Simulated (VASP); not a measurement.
Here is a VASP 6.6.1 calculation.

File INCAR:

```
ALGO = Fast
EDIFF = 1E-6
ENCUT = 520
ISIF = 2
ISMEAR = 0
LASPH = True
LCHARG = True
LELF = True
LREAL = False
LVHAR = True
LWAVE = False
NBANDS = 10
NELM = 60
PREC = Accurate
SIGMA = 0.15
```

The input KPOINTS:

```
k-points
0
Gamma
  22 22 22
```

File POSCAR:

```
Ir
1.0
    0.0000000000      2.1488947607      1.5779334228
    2.1488947607      0.0000000000      1.5779334228
    2.1488947607      2.1488947607      0.0000000000
Ir
1
Direct
    0.0000000000      0.0000000000      0.0000000000
```

Potentials or basis: VASP PAW LDA potentials, release 64 (Ir).

Launch:

```bash
$ cat potpaw_LDA.64/Ir/POTCAR > POTCAR
$ mpirun -np 1 vasp_std > vasp.out
```

**Question.** Predict the pressure.

**Answer.** -4.5 GPa.

**Question.** What does it give for the band gap on the k mesh?

**Answer.** Zero (an odd number of electrons rules out a gap without spin polarisation).

Stress tensor (GPa, compression positive):
```
-11.93   0.00   0.00
  0.00 -11.93   0.00
  0.00   0.00  10.44
```

Caveat: the stress differs along the axes, from -12 to 10 GPa; spin-orbit coupling is left out, which moves the levels of the heavy elements.
